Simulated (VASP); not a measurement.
GaSb3: relaxation of cell and atoms with r2SCAN

The system is GaSb3.

```
CELL_PARAMETERS angstrom
0.00000 3.73060 3.73060
3.73060 0.00000 3.73060
3.73060 3.73060 0.00000
ATOMIC_POSITIONS crystal
Sb 0.50000 0.50000 0.50000
Sb 0.75000 0.75000 0.75000
Sb 0.25000 0.25000 0.25000
Ga 0.00000 0.00000 0.00000
```

| Property | Result |
| --- | --- |
| Program | VASP 6.6.1 |
| Task | relaxation of cell and atoms |
| Functional | r2SCAN |
| Potentials or basis | VASP PAW PBE potentials, release 64 (Sb, Ga_d) |
| Cutoff | 600 eV |
| k mesh | 6 × 6 × 6 |
| Occupations | fermi-dirac, width 0.05 eV |
| Spin | no spin polarisation |
| Dipole correction | no |
| Further INCAR settings | ALGO = Normal; EDIFF = 1e-06; IBRION = 2; EDIFFG = -0.01; NSW = 60; ISIF = 3 |

```json
{"Relaxed volume": "25.17 Å³/atom", "Relaxed cell": "a = 5.222 Å, b = 5.222 Å, c = 5.222 Å, α = 60.00°, β = 60.00°, γ = 60.00°", "Space group after relaxing (to 0.1 Å)": "Fm-3m (No. 225)", "Energy gained by relaxing": "3.9 meV/atom", "Ionic steps": "3", "Pressure after relaxing": "0.0 GPa"}
```

Step by step:
| step | energy change (eV) | largest force (eV/Å) | pressure (GPa) | volume (Å³) |
| --- | --- | --- | --- | --- |
| 1 | 0.0000 | 0.0000 | -1.55 | 103.84 |
| 2 | -0.0152 | 0.0000 | 0.31 | 100.12 |
| 3 | -0.0158 | 0.0000 | 0.02 | 100.68 |

Final structure:
```yaml
crystal:
  lattice:
    - [0.00000, 3.69235, 3.69235]
    - [3.69235, 0.00000, 3.69235]
    - [3.69235, 3.69235, 0.00000]
  atoms:
    - { symbol: Sb, position: [0.50000, 0.50000, 0.50000] }
    - { symbol: Sb, position: [0.75000, 0.75000, 0.75000] }
    - { symbol: Sb, position: [0.25000, 0.25000, 0.25000] }
    - { symbol: Ga, position: [0.00000, 0.00000, 0.00000] }
```

Levels at points of the mesh, in eV from the Fermi level:
```csv
k point,band 10,band 11,band 12,band 13,band 14,band 15,band 16,band 17,band 18
"(0.00, 0.00, 0.00)",-2.93,-2.93,-2.93,-2.78,-2.78,-2.78,-0.97,-0.97,-0.97
"(0.50, 0.00, 0.00)",-4.02,-4.02,-3.00,-3.00,-0.48,-0.06,2.10,2.10,3.03
"(0.50, 0.50, 0.00)",-5.76,-5.76,0.77,0.94,0.94,1.11,1.82,1.82,2.04
```

Wall time 4.8 min on 1 thread of AMD EPYC 9R45 96-Core Processor (Zen 5), on a shared host, peak memory 0.28 GiB.

Caveat: the highest band is partly filled, so the run has too few bands; the PAW data sets were made with another functional, which shifts forces and pressure a little; spin-orbit coupling is left out, which moves the levels of the heavy elements.
